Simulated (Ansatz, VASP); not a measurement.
C in VASP and in Ansatz

File INCAR:

```
  PREC = Accurate
  ENCUT = 520
  EDIFF = 1E-6
  ISMEAR = 0
  SIGMA = 0.01
  LREAL = False
  LASPH = True
  NELM = 100
  ALGO = Normal
  ISIF = 2
  LWAVE = False
  LCHARG = False
  NBANDS = 16
```

The input KPOINTS:

```
Automatic mesh
0
Gamma
  18 18 6
```

File POSCAR:

```
C
1.0
    1.2280479700     -2.1270618200      0.0000000000
    1.2280479700      2.1270618200      0.0000000000
    0.0000000000      0.0000000000      7.1732677600
C
4
Direct
    0.0833794600      0.9166205400      0.7531376000
    0.5833794600      0.4166205400      0.2468624000
    0.9166205400      0.0833794600      0.2468624000
    0.4166205400      0.5833794600      0.7531376000
```

Input for Ansatz:

```yaml
crystal:
  lattice:
    - [1.22804797, -2.12706182, 0.0]
    - [1.22804797, 2.12706182, 0.0]
    - [0.0, 0.0, 7.17326776]
  atoms:
    - { symbol: C, position: [0.08337946, 0.91662054, 0.7531376] }
    - { symbol: C, position: [0.58337946, 0.41662054, 0.2468624] }
    - { symbol: C, position: [0.91662054, 0.08337946, 0.2468624] }
    - { symbol: C, position: [0.41662054, 0.58337946, 0.7531376] }
basis:
  ecutwfc: 420
kpoints:
  mp_grid: { grid: [18, 18, 6] }
hamiltonian:
  xc: lda
scf:
  occupations: { method: gaussian, width: 0.01 }
output:
  forces: true
  stress: true
  eigenvalues: true
```

Alike in both runs: task single point; functional LDA; k mesh 18 × 18 × 6; occupations gaussian, width 0.01 eV; no spin polarisation.

|  | VASP | Ansatz |
| --- | --- | --- |
| version | VASP 6.6.1 | Ansatz 0.2.0 |
| potentials or method | VASP PAW LDA potentials, release 64 (C), cutoff 520 eV | scalar-relativistic, plane waves, PAW |
| valence electrons in the cell | 16 | 16 |

Ansatz gave:

* gap on the k mesh at the Fermi level (eV): 0.02
* least direct gap on the mesh (eV): 0.02
* pressure (GPa): -3.9
* traceless stress, the component that is largest in VASP (GPa): 2.82
* rms of the force components (eV/Å): 0.015

Question: Estimate VASP's values.

Answer: gap on the k mesh at the Fermi level (eV): 0.02; least direct gap on the mesh (eV): 0.02; pressure (GPa): -3.2; traceless stress, the component that is largest in VASP (GPa): 1.94; rms of the force components (eV/Å): 0.016.

LDA's correlation is that of Perdew and Zunger in VASP and of Perdew and Wang (1992) in Ansatz. Atom by atom the forces differ by 0.000 eV/Å (rms over components).
